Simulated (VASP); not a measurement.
Set up this calculation in VASP 6.6.1, as the native input.

```
Task                   : single point
Functional             : PBEsol
Potentials or basis    : VASP PAW PBE potentials, release 64 (Ti_sv, Co)
Cutoff                 : 550 eV
k mesh                 : 10 × 10 × 10
Occupations            : gaussian, width 0.1 eV
Spin                   : no spin polarisation
Dipole correction      : no
Second try             : not_converged
Further INCAR settings : ALGO = All; EDIFF = 1e-06; NBANDS = 42
```

The structure of Ti2Co lies in POSCAR:

```
Ti2Co
1.0
    0.0000000000      3.4769866407      3.4769866407
    3.4769866407      0.0000000000      3.4769866407
    3.4769866407      3.4769866407      0.0000000000
Ti Co
4 2
Direct
    0.1250000000      0.1250000000      0.1250000000
    0.6250000000      0.1250000000      0.1250000000
    0.1250000000      0.1250000000      0.6250000000
    0.1250000000      0.6250000000      0.1250000000
    0.5000000000      0.5000000000      0.5000000000
    0.7500000000      0.7500000000      0.7500000000
```

One way to write it, as run:

INCAR

```
SYSTEM = Ti2Co
PREC = Accurate ; ENCUT = 550
EDIFF = 1E-6 ; ISMEAR = 0
SIGMA = 0.1 ; LREAL = .False.
LASPH = .True. ; NELM = 300
ALGO = All ; ISIF = 2
LWAVE = .False. ; LCHARG = .False.
GGA = PS ; NBANDS = 42
GGA_COMPAT = .False. ; ISEARCH = 1
KPAR = 4
```

KPOINTS

```
Automatic mesh
0
Gamma
  10 10 10
  0 0 0
```

Potentials or basis: VASP PAW PBE potentials, release 64 (Ti_sv, Co).

Launch:

```console
$ cat potpaw_PBE.64/Ti_sv/POTCAR potpaw_PBE.64/Co/POTCAR > POTCAR
$ mpirun -np 4 vasp_std > vasp.out
```

It gave:

```
Pressure               : 0.1 GPa
Band gap on the k mesh : zero (bands 33 and 34 overlap by 0.47 eV)
```

Caveat: the PAW data sets were made with another functional, which shifts forces and pressure a little; the run has no spin polarisation, though such a crystal can be magnetic.

Run time: 2.2 min on 4 MPI ranks on Intel(R) Xeon(R) Platinum 8488C (Sapphire Rapids) (shared host), peak memory 0.47 GiB a rank.
